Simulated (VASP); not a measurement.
Here is a VASP 6.6.1 calculation.

Contents of INCAR:

```
PREC     = Accurate       # precision mode
ENCUT    = 520            # plane-wave cutoff, eV
EDIFF    = 1E-7           # SCF threshold, eV
ISMEAR   = 0              # smearing method
SIGMA    = 0.05           # smearing width, eV
LREAL    = False          # projectors in reciprocal space
LASPH    = True           # aspherical terms in the spheres
NELM     = 100            # most SCF steps
ALGO     = Normal         # electronic algorithm
ISIF     = 2              # what is computed and relaxed
LWAVE    = False          # write WAVECAR
LCHARG   = True           # write CHGCAR
GGA      = PE             # functional
LELF     = True           # ELF
LVHAR    = True         
NBANDS   = 12             # bands
```

File KPOINTS:

```
Automatic mesh
0
Gamma
  12 8 8
```

POSCAR

```
Sb
1.0
    3.1224020000      0.0000000000      0.0000000000
    0.0000000000      4.3475180000      0.0000000000
   -0.0389150000      0.0000000000      4.4058520000
Sb
2
Direct
    0.9886110000      0.7500000000      0.7588340000
    0.0004794221      0.2480076840      0.2491690942
```

Potentials or basis: VASP PAW PBE potentials, release 64 (Sb).

The run is started by

```sh
$ cat potpaw_PBE.64/Sb/POTCAR > POTCAR
$ mpirun -np 1 vasp_std > vasp.out
```

(1) Estimate the band gap on the k mesh.

(2) Predict the pressure.

(3) Predict the largest force.

Answers

(1) zero (bands 5 and 6 overlap by 8.58 eV).

(2) 0.2 GPa.

(3) 0.060 eV/Å.

Caveat: spin-orbit coupling is left out, which moves the levels of the heavy elements.
